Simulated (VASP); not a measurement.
# PbS (R3m) in VASP: a series of runs

The runs below take PbS through single point, with r2SCAN.

All numbers are computed with VASP 6.6.1; they aren't measurements. Logs are shortened: lines on timing, memory, paths and dates and some standing lists are left out, and cuts for length are marked.

**1. The cell of the first run**

Symmetry: R3m, No. 160, trigonal system. Conventional cell: a = 4.421 Å, b = 4.421 Å, c = 10.767 Å, α = 90.00°, β = 90.00°, γ = 120.00°. Within 4.1 Å of Pb (site symmetry 3m) lie 6 S at 3.12 Å. S (site symmetry 3m) has 6 Pb at 3.12 Å within 4.1 Å.

**2. Single point, r2SCAN**

POSCAR reads:

```
PbS
1.0
    2.2105500000      1.2762616375      3.5889000000
   -2.2105500000      1.2762616375      3.5889000000
    0.0000000000     -2.5525232751      3.5889000000
Pb S
1 1
Direct
    0.9781509158      0.9781509158      0.9781509158
    0.4774504142      0.4774504142      0.4774504142
```

INCAR.step1 reads:

```
SYSTEM = PbS
  PREC = Accurate
  ENCUT = 520
  ISMEAR = 0
  SIGMA = 0.05
  LREAL = .FALSE.
  LASPH = .TRUE.
  NELM = 100
  NBANDS = 17
  GGA = PE
  ALGO = Normal
  EDIFF = 1E-4
  LWAVE = .TRUE.
  LCHARG = .FALSE.
```

INCAR.step2 reads:

```
SYSTEM = PbS
  PREC = Accurate
  ENCUT = 520
  EDIFF = 1E-6
  ISMEAR = 0
  SIGMA = 0.05
  LREAL = .FALSE.
  LASPH = .TRUE.
  NELM = 100
  ALGO = Normal
  ISIF = 2
  LWAVE = .FALSE.
  LCHARG = .FALSE.
  METAGGA = R2SCAN
  LMIXTAU = .TRUE.
  NBANDS = 17
  ISTART = 1
```

KPOINTS reads:

```
Automatic mesh
0
G
  9 9 9
  0 0 0
```

Potentials or basis: VASP PAW PBE potentials, release 64 (Pb_d, S).

Run with:

```bash
$ cat potpaw_PBE.64/Pb_d/POTCAR potpaw_PBE.64/S/POTCAR > POTCAR
$ cp INCAR.step1 INCAR
$ mpirun -np 1 vasp_std > vasp.out
$ cp INCAR.step2 INCAR
$ mpirun -np 1 vasp_std > vasp.out
```

OUTCAR:

```text
SYSTEM = PbS
   PREC = Accurate
   ENCUT = 520
   EDIFF = 1E-6
   ISMEAR = 0
   LREAL = .FALSE.
   LASPH = .TRUE.
   NELM = 100
   ISIF = 2
   METAGGA = R2SCAN
   ISTART = 1

 ion  position               nearest neighbor table
   1  0.978  0.978  0.978-   2 3.12   2 3.12   2 3.12   2 3.12   2 3.12   2 3.12
   2  0.477  0.477  0.477-   1 3.12   1 3.12   1 3.12   1 3.12   1 3.12   1 3.12

  LATTYP: Found a trigonal (rhomboedric) cell.
 ALAT       =     4.4040411306
 COS(alpha) =     0.4961190399

  Lattice vectors:

 A1 = (   2.2105500000,   1.2762616375,   3.5889000000)
 A2 = (  -2.2105500000,   1.2762616375,   3.5889000000)
 A3 = (   0.0000000000,  -2.5525232751,   3.5889000000)

Analysis of symmetry for initial positions (statically):
=====================================================================
 Subroutine PRICEL returns:
 Original cell was already a primitive cell.

 Routine SETGRP: Setting up the symmetry group for a
 trigonal (rhombohedral) supercell.

 Subroutine GETGRP returns: Found  6 space group operations
 (whereof  6 operations were pure point group operations)
 out of a pool of 12 trial point group operations.

The static configuration has the point symmetry C_3v.

Analysis of symmetry for dynamics (positions and initial velocities):
=====================================================================
 Subroutine PRICEL returns:
 Original cell was already a primitive cell.

 Routine SETGRP: Setting up the symmetry group for a
 trigonal (rhombohedral) supercell.

 Subroutine GETGRP returns: Found  6 space group operations
 (whereof  6 operations were pure point group operations)
 out of a pool of 12 trial point group operations.

The dynamic configuration has the point symmetry C_3v.

 Subroutine INISYM returns: Found  6 space group operations
 (whereof  6 operations are pure point group operations),
 and found     1 'primitive' translations

----------------------------------------------------------------------------------------

                                     Primitive cell

  volume of cell :      60.7509

  direct lattice vectors                    reciprocal lattice vectors
     2.210550000  1.276261637  3.588900000     0.226188053  0.130589733  0.092878969
    -2.210550000  1.276261637  3.588900000    -0.226188053  0.130589733  0.092878969
     0.000000000 -2.552523275  3.588900000     0.000000000 -0.261179466  0.092878969

  length of vectors
     4.404041131  4.404041131  4.404041131     0.277202483  0.277202483  0.277202483

  position of ions in fractional coordinates (direct lattice)
     0.978150916  0.978150916  0.978150916
     0.477450414  0.477450414  0.477450414

  ion indices of the primitive-cell ions
   primitive index   ion index
                 1           1
                 2           2

----------------------------------------------------------------------------------------

 KPOINTS: Automatic mesh

Automatic generation of k-mesh.
 Grid dimensions read from file:
 generate k-points for:    9    9    9

 Generating k-lattice:

  Cartesian coordinates                     Fractional coordinates (reciprocal lattice)
     0.025132006  0.014509970  0.010319885     0.111111111  0.000000000  0.000000000
    -0.025132006  0.014509970  0.010319885     0.000000000  0.111111111  0.000000000
     0.000000000 -0.029019941  0.010319885     0.000000000  0.000000000  0.111111111

  Length of vectors
     0.030800276  0.030800276  0.030800276

  Shift w.r.t. Gamma in fractional coordinates (k-lattice)
     0.000000000  0.000000000  0.000000000

 Subroutine IBZKPT returns following result:
 ===========================================

 Found     85 irreducible k-points:

 Following reciprocal coordinates:
            Coordinates               Weight
  0.000000  0.000000  0.000000      1.000000
  0.111111  0.000000 -0.000000      6.000000
  0.222222 -0.000000 -0.000000      6.000000
  0.333333 -0.000000 -0.000000      6.000000
  0.444444 -0.000000 -0.000000      6.000000
  0.111111  0.111111 -0.000000      6.000000
[... 16 lines left out ...]
 -0.333333  0.333333  0.000000      6.000000
  0.444444  0.444444 -0.000000      6.000000
 [... further k-points ...]
   k-points           NKPTS =     85   k-points in BZ     NKDIM =     85   number of bands    NBANDS=     17
   number of dos      NEDOS =    301   number of ions     NIONS =      2
   total plane-waves  NPLWV =  46656
   dimension x,y,z NGX =    36 NGY =   36 NGZ =   36
   dimension x,y,z NGXF=    72 NGYF=   72 NGZF=   72
   ions per type =               1   1
   NGX,Y,Z   is equivalent  to a cutoff of  13.59, 13.59, 13.59 a.u.
   NGXF,Y,Z  is equivalent  to a cutoff of  27.18, 27.18, 27.18 a.u.
 SYSTEM =  PbS
   PREC   = accura    normal or accurate (medium, high low for compatibility)
   ISTART =      1    job   : 0-new  1-cont  2-samecut
   ICHARG =      0    charge: 1-file 2-atom 10-const
   ISPIN  =      1    spin polarized calculation?
   LNONCOLLINEAR =      F non collinear calculations
   LSORBIT =      F    spin-orbit coupling
   LASPH  =      T    aspherical Exc in radial PAW
   ENCUT  =  520.0 eV  38.22 Ry    6.18 a.u.   8.19  8.19  8.19*2*pi/ulx,y,z
   NELM   =    100;   NELMIN=  2; NELMDL=  0     # of ELM steps
   EDIFF  = 0.1E-05   stopping-criterion for ELM
   LREAL  =      F    real-space projection
   EDIFFG = 0.1E-04   stopping-criterion for IOM
   NSW    =      0    number of steps for IOM
   IBRION =     -1    ionic relax: 0-MD 1-quasi-New 2-CG
   NFREE  =      0    steps in history (QN), initial steepest desc. (CG)
   ISIF   =      2    stress and relaxation
   ISYM   =      2    0-nonsym 1-usesym 2-fastsym
   POTIM  = 0.5000    time-step for ionic-motion
   TEBEG  =    0.0;   TEEND  =   0.0 temperature during run
   PSTRESS=    0.0 pullay stress
   NELECT =      20.0000    total number of electrons
   NUPDOWN=      -1.0000    fix difference up-down
   EMIN   =  10.00;   EMAX   =-10.00  energy-range for DOS
   EFERMI =   0.00;   METHOD = LEGACY
   ISMEAR =     0;   SIGMA  =   0.05  broadening in eV -4-tet -1-fermi 0-gaus
   EFERMI_NEDOS =   21; number of points for ismear=-14 and -15
   IALGO  =     38    algorithm
   IMIX   =      4    mixing-type and parameters
     AMIX     =   0.40;   BMIX     =  1.00
     AMIX_MAG =   1.60;   BMIX_MAG =  1.00
  volume/ion in A,a.u.               =      30.38       204.98
  Fermi-wavevector in a.u.,A,eV,Ry     =   1.130405  2.136155 17.385725  1.277815
  Thomas-Fermi vector in A             =   2.267101
   LORBIT       =      0    0 simple, 1 ext, 2 COOP (PROOUT), +10 PAW based schemes
   METAGGA = R2SCAN    functional components
   LHFCALC =     F    Hartree Fock is set to
   AEXX    =    0.0000 exact exchange contribution
   IVDW    =     0    specifies the selected vdW correction
   LEPSILON=     F    determine dielectric tensor
   LRPA    =     F    only Hartree local field effects (RPA)
 non-spin polarized calculation
 Gauss-broadening in eV      SIGMA  =   0.05
  energy-cutoff  :      520.00
  volume of cell :       60.75
 maximum number of plane-waves:      1646
 NGX is ok and might be reduce to    36
   NGX = 17   NGY = 17   NGZ = 17

 number of electron      20.0000000 magnetization

 Free energy of the ion-electron system (eV)
  ---------------------------------------------------
  ext. energy  EPLUGINS =         0.00000000
  ---------------------------------------------------
  free energy    TOTEN  =       -65.46499182 eV

  energy without entropy =      -65.46499182  energy(sigma->0) =      -65.46499182

 E-fermi :   3.8954     XC(G=0):  -9.5072

 val. band max:        3.6289856677   @ k =   0.4444  -0.0000  -0.0000
 cond. band min:       4.8809073298   @ k =   0.4444   0.4444   0.4444
 fundamental gap:      1.2519216620
 Fermi energy:         3.8953624737

 k-point     1 :       0.0000    0.0000    0.0000
  band No.  band energies     occupation
      1     -13.4563      2.00000
      2     -13.4553      2.00000
      3     -13.4553      2.00000
      4     -13.4355      2.00000
      5     -13.4355      2.00000
      6      -9.0964      2.00000
[... 9 lines left out ...]
     16      11.3564      0.00000
     17      12.6118      0.00000

 k-point     2 :       0.1111    0.0000   -0.0000
  band No.  band energies     occupation
      1     -13.4552      2.00000
      2     -13.4540      2.00000
      3     -13.4538      2.00000
      4     -13.4363      2.00000
      5     -13.4360      2.00000
      6      -9.0137      2.00000
[... 9 lines left out ...]
     16      11.6078      0.00000
     17      13.4634      0.00000

 k-point     3 :       0.2222   -0.0000   -0.0000
  band No.  band energies     occupation
      1     -13.4541      2.00000
      2     -13.4526      2.00000
      3     -13.4516      2.00000
      4     -13.4359      2.00000
      5     -13.4349      2.00000
      6      -8.7840      2.00000
[... 9 lines left out ...]
     16      12.2689      0.00000
     17      15.0067      0.00000

 k-point     4 :       0.3333   -0.0000   -0.0000
  band No.  band energies     occupation
      1     -13.4551      2.00000
      2     -13.4545      2.00000
      3     -13.4518      2.00000
      4     -13.4310      2.00000
      5     -13.4296      2.00000
      6      -8.4739      2.00000
[... 9 lines left out ...]
     16      13.2576      0.00000
     17      15.7800      0.00000
[... 343 lines left out ...]
      1     -13.4917      2.00000
      2     -13.4580      2.00000
      3     -13.4323      2.00000
      4     -13.4298      2.00000
      5     -13.4249      2.00000
      6      -7.9624      2.00000
[... 9 lines left out ...]
     16      15.1667      0.00000
     17      16.5312      0.00000

 k-point    23 :      -0.3333    0.3333    0.0000
  band No.  band energies     occupation
      1     -13.4806      2.00000
      2     -13.4480      2.00000
      3     -13.4370      2.00000
      4     -13.4356      2.00000
      5     -13.4307      2.00000
      6      -7.9805      2.00000
[... 9 lines left out ...]
     16      14.0966      0.00000
     17      15.8859      0.00000

 k-point    24 :       0.4444    0.4444   -0.0000
  band No.  band energies     occupation
      1     -13.5067      2.00000
      2     -13.4680      2.00000
      3     -13.4241      2.00000
      4     -13.4233      2.00000
      5     -13.4217      2.00000
      6      -7.9827      2.00000
[... 9 lines left out ...]
     16      15.6969      0.00000
     17      16.6408      0.00000

 [... further k-points ...]
[... 5 lines left out ...]
  --------------------------------------------------------------------------------------
  -------------------------------------------------------------------------------------
  Total       -2.2031469     -2.2031469     -2.1097075      0.0000000      0.0000000      0.0000000
  in kB      -58.1033774    -58.1033774    -55.6391086      0.0000000      0.0000000      0.0000000
  external PRESSURE =     -57.2819545 kB  Pullay stress =       0.0000000 kB

 VOLUME and BASIS-vectors are now :
 -----------------------------------------------------------------------------
  energy-cutoff  :      520.00
  volume of cell :       60.75
      direct lattice vectors                 reciprocal lattice vectors
     2.210550000  1.276261637  3.588900000     0.226188053  0.130589733  0.092878969
    -2.210550000  1.276261637  3.588900000    -0.226188053  0.130589733  0.092878969
     0.000000000 -2.552523275  3.588900000     0.000000000 -0.261179466  0.092878969

 POSITION                                       TOTAL-FORCE (eV/Angst)
 -----------------------------------------------------------------------------------
      0.00000     -0.00000     10.53146         0.000000     -0.000000      0.006401
      0.00000     -0.00000      5.14057         0.000000      0.000000     -0.006401
 -----------------------------------------------------------------------------------
    total drift:                               -0.000000     -0.000000     -0.000242

  FREE ENERGIE OF THE ION-ELECTRON SYSTEM (eV)
  ---------------------------------------------------
  free  energy   TOTEN  =       -65.4649918179 eV

  energy  without entropy=      -65.4649918179  energy(sigma->0) =      -65.46499182
```

Wall time 3.6 min (1 thread of Intel Xeon Platinum 8488C (Sapphire Rapids), shared host); peak memory 0.27 GiB.

Results:

```
Free energy   : -65.4650 eV
Pressure      : -5.7 GPa
Largest force : 0.006 eV/Å
```

Forces in eV/Å, atoms in the order of the input:
```
Pb   0.000  0.000  0.006
S    0.000  0.000 -0.006
```

Levels at points of the mesh, in eV from the Fermi level:
```tsv
k point	band 7	band 8	band 9	band 10	band 11	band 12	band 13	band 14
(0.00, 0.00, 0.00)	-6.46	-1.67	-1.67	-1.63	5.01	5.02	5.02	7.39
```

Caveat: this odd mesh misses L, where the gap lies, so gap, dielectric constants and Born charges aren't listed; the PAW data sets were made with another functional, which shifts forces and pressure a little; spin-orbit coupling is left out, which moves the levels of the heavy elements.

**3. Single point, r2SCAN**

This run uses another cell than the first one, of 31.54 Å³/atom, 1.038 times its volume.

POSCAR reads:

```
PbS
1.0
    2.2105500000      1.2762616375      3.7269333333
   -2.2105500000      1.2762616375      3.7269333333
    0.0000000000     -2.5525232751      3.7269333333
Pb S
1 1
Direct
    0.9781509158      0.9781509158      0.9781509158
    0.4774504142      0.4774504142      0.4774504142
```

INCAR.step1 reads:

```
SYSTEM = PbS
PREC     = Accurate       ! precision mode
ENCUT    = 520            ! plane-wave cutoff, eV
ISMEAR   = 0              ! smearing method
SIGMA    = 0.05           ! smearing width, eV
LREAL    = .FALSE.        ! projectors in reciprocal space
LASPH    = .TRUE.         ! aspherical terms in the spheres
NELM     = 80             ! most SCF steps
NBANDS   = 17             ! bands
GGA      = PE             ! functional
ALGO     = Normal         ! electronic algorithm
EDIFF    = 1E-4           ! SCF threshold, eV
LWAVE    = .TRUE.         ! write WAVECAR
LCHARG   = .FALSE.        ! write CHGCAR
```

INCAR.step2 reads:

```
SYSTEM = PbS
PREC     = Accurate       ! precision mode
ENCUT    = 520            ! plane-wave cutoff, eV
EDIFF    = 1E-6           ! SCF threshold, eV
ISMEAR   = 0              ! smearing method
SIGMA    = 0.05           ! smearing width, eV
LREAL    = .FALSE.        ! projectors in reciprocal space
LASPH    = .TRUE.         ! aspherical terms in the spheres
NELM     = 80             ! most SCF steps
ALGO     = Normal         ! electronic algorithm
ISIF     = 2              ! what is computed and relaxed
LWAVE    = .FALSE.        ! write WAVECAR
LCHARG   = .FALSE.        ! write CHGCAR
METAGGA  = R2SCAN         ! meta-GGA
LMIXTAU  = .TRUE.       
NBANDS   = 17             ! bands
ISTART   = 1
```

KPOINTS is that of step 2.

Potentials or basis: VASP PAW PBE potentials, release 64 (Pb_d, S).

Run with:

```bash
$ cat potpaw_PBE.64/Pb_d/POTCAR potpaw_PBE.64/S/POTCAR > POTCAR
$ cp INCAR.step1 INCAR
$ mpirun -np 1 vasp_std > vasp.out
$ cp INCAR.step2 INCAR
$ mpirun -np 1 vasp_std > vasp.out
```

Run time: 4.7 min. Hardware: 1 thread of Intel Xeon Platinum 8488C (Sapphire Rapids), shared host; peak memory 0.27 GiB.

The run converged. Its results:

```yaml
Free_energy: -65.3686 eV
Pressure: -6.8 GPa
Largest_force: 0.011 eV/Å
```

Forces in eV/Å, atoms in the order of the input:
```
Pb   0.000  0.000  0.011
S    0.000  0.000 -0.011
```

Stress tensor (GPa, compression positive):
```
-6.34  0.00  0.00
 0.00 -6.34  0.00
 0.00  0.00 -7.75
```

Levels at points of the mesh, in eV from the Fermi level:
```
           k point  band 8  band 9  band 10  band 11  band 12  band 13
(0.00, 0.00, 0.00)   -1.68   -1.48    -1.48     4.83     4.83     4.88
```

Caveat: this odd mesh misses L, where the gap lies, so gap, dielectric constants and Born charges aren't listed; the PAW data sets were made with another functional, which shifts forces and pressure a little; spin-orbit coupling is left out, which moves the levels of the heavy elements.

**4. Single point, r2SCAN**

This run uses another cell than the first one, of 31.74 Å³/atom, 1.045 times its volume.

POSCAR reads:

```
PbS
1.0
    2.2598000000      1.3046961383      3.5889000000
   -2.2598000000      1.3046961383      3.5889000000
    0.0000000000     -2.6093922766      3.5889000000
Pb S
1 1
Direct
    0.9781509158      0.9781509158      0.9781509158
    0.4774504142      0.4774504142      0.4774504142
```

INCAR.step1 reads:

```
PREC     = Accurate       # precision mode
ENCUT    = 520            # plane-wave cutoff, eV
ISMEAR   = 0              # smearing method
SIGMA    = 0.05           # smearing width, eV
LREAL    = F              # projectors in reciprocal space
LASPH    = T              # aspherical terms in the spheres
NELM     = 80             # most SCF steps
NBANDS   = 17             # bands
GGA      = PE             # functional
ALGO     = Normal         # electronic algorithm
EDIFF    = 1E-4           # SCF threshold, eV
LWAVE    = T              # write WAVECAR
LCHARG   = F              # write CHGCAR
```

INCAR.step2 reads:

```
PREC     = Accurate       # precision mode
ENCUT    = 520            # plane-wave cutoff, eV
EDIFF    = 1E-6           # SCF threshold, eV
ISMEAR   = 0              # smearing method
SIGMA    = 0.05           # smearing width, eV
LREAL    = F              # projectors in reciprocal space
LASPH    = T              # aspherical terms in the spheres
NELM     = 80             # most SCF steps
ALGO     = Normal         # electronic algorithm
ISIF     = 2              # what is computed and relaxed
LWAVE    = F              # write WAVECAR
LCHARG   = F              # write CHGCAR
METAGGA  = R2SCAN         # meta-GGA
LMIXTAU  = T            
NBANDS   = 17             # bands
ISTART   = 1
```

KPOINTS reads:

```
Automatic mesh
0
Gamma
  9 9 9
```

Run with:

```bash
$ cat potpaw_PBE.64/Pb_d/POTCAR potpaw_PBE.64/S/POTCAR > POTCAR
$ cp INCAR.step1 INCAR
$ mpirun -np 1 vasp_std > vasp.out
$ cp INCAR.step2 INCAR
$ mpirun -np 1 vasp_std > vasp.out
```

Run time: 4.9 min. Hardware: 1 thread of Intel Xeon Platinum 8488C (Sapphire Rapids), shared host; peak memory 0.27 GiB.

The run converged. Its results:

```yaml
Free_energy: -65.3531 eV
Pressure: -7.0 GPa
Largest_force: 0.007 eV/Å
```

Forces on the atoms (eV/Å):
```
Pb   0.000  0.000  0.007
S    0.000  0.000 -0.007
```

Stress tensor (GPa, compression positive):
```
-7.34  0.00  0.00
 0.00 -7.34  0.00
 0.00  0.00 -6.20
```

Levels at points of the mesh, in eV from the Fermi level:
| k point | band 6 | band 7 | band 8 | band 9 | band 10 | band 11 | band 12 | band 13 | band 14 | band 15 |
| --- | --- | --- | --- | --- | --- | --- | --- | --- | --- | --- |
| (0.00, 0.00, 0.00) | -12.64 | -6.52 | -1.50 | -1.50 | -1.33 | 4.88 | 4.92 | 4.92 | 7.41 | 7.41 |

Caveat: this odd mesh misses L, where the gap lies, so gap, dielectric constants and Born charges aren't listed; the PAW data sets were made with another functional, which shifts forces and pressure a little; spin-orbit coupling is left out, which moves the levels of the heavy elements.

**5. Overview**

```tsv
cell	pressure (GPa)	largest force (eV/Å)
a = 4.404 Å, angles 60.3°, 2 atoms	-5.7	0.01
a = 4.517 Å, angles 58.6°, 2 atoms	-6.8	0.01
a = 4.437 Å, angles 61.2°, 2 atoms	-7.0	0.01
```

Alike in all rows: task single point; level r2SCAN; potentials or basis VASP PAW PBE potentials, release 64 (Pb_d, S); no spin polarisation; k mesh 9 × 9 × 9; cutoff (eV) 520; smearing gaussian 0.05 eV.

Caveats: the PAW data sets were made with another functional, which shifts forces and pressure a little; spin-orbit coupling is left out, which moves the levels of the heavy elements.

Absolute energies hang on the potentials; compare differences alone.
